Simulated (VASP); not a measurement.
Set up this calculation in VASP 6.6.1, as the native input.

```yaml
Task: relaxation of cell and atoms
Functional: r2SCAN
Potentials_or_basis: VASP PAW PBE potentials, release 64 (Si)
Cutoff: 600 eV
k_mesh: 24 × 24 × 12
Occupations: gaussian, width 0.1 eV
Spin: no spin polarisation
Dipole_correction: no
Further_INCAR_settings: ALGO = Normal; EDIFF = 1e-07; IBRION = 2; EDIFFG = -0.01; NSW = 100; ISIF = 3
```

Si:

```
Si
1.0
     2.66830    0.00000    0.00000
    -1.33415    2.31081    0.00000
     0.00000    0.00000    4.44188
Si
2
Direct
  0.33333 0.66667 0.25000
  0.66667 0.33333 0.75000
```

This isn't the form of Si at room conditions, which is diamond.

These files were run (other wordings do the same):

POSCAR

```
Si
1.0
    2.6682990163      0.0000000000      0.0000000000
   -1.3341495081      2.3108147330      0.0000000000
    0.0000000000      0.0000000000      4.4418837316
Si
2
Direct
    0.3333333333      0.6666666667      0.2500000000
    0.6666666667      0.3333333333      0.7500000000
```

INCAR.step1

```
SYSTEM = Si
PREC = Accurate ; ENCUT = 600
ISMEAR = 0 ; SIGMA = 0.1
LREAL = .FALSE. ; LASPH = .TRUE.
NELM = 80 ; GGA = PE
ALGO = Normal ; EDIFF = 1E-4
LWAVE = .TRUE. ; LCHARG = .FALSE.
```

INCAR.step2

```
SYSTEM = Si
PREC = Accurate ; ENCUT = 600
EDIFF = 1E-7 ; ISMEAR = 0
SIGMA = 0.1 ; LREAL = .FALSE.
LASPH = .TRUE. ; NELM = 80
ALGO = Normal ; ISIF = 3
LWAVE = .FALSE. ; LCHARG = .FALSE.
METAGGA = R2SCAN ; LMIXTAU = .TRUE.
IBRION = 2 ; NSW = 100
EDIFFG = -0.01 ; ISTART = 1
```

KPOINTS

```
Automatic mesh
0
G
  24 24 12
  0 0 0
```

Potentials or basis: VASP PAW PBE potentials, release 64 (Si).

Run with:

```sh
$ cat potpaw_PBE.64/Si/POTCAR > POTCAR
$ cp INCAR.step1 INCAR
$ mpirun -np 1 vasp_std > vasp.out
$ cp INCAR.step2 INCAR
$ mpirun -np 1 vasp_std > vasp.out
```

Results of the run:

The relaxed volume is 13.73 Å³/atom. The relaxed cell is a = 2.644 Å, b = 2.644 Å, c = 4.536 Å, α = 90.00°, β = 90.00°, γ = 120.00° and the space group after relaxing (to 0.1 Å) is P6_3/mmc (No. 194). The energy gained by relaxing is 3.0 meV/atom, the ionic steps are 7 and the pressure after relaxing is -0.1 GPa. The band gap on the k mesh is zero (bands 4 and 5 overlap by 14.17 eV).

Caveat: the PAW data sets were made with another functional, which shifts forces and pressure a little.

Run time: 30 min on 1 thread of Intel Xeon 8259CL (shared host), peak memory 0.23 GiB.
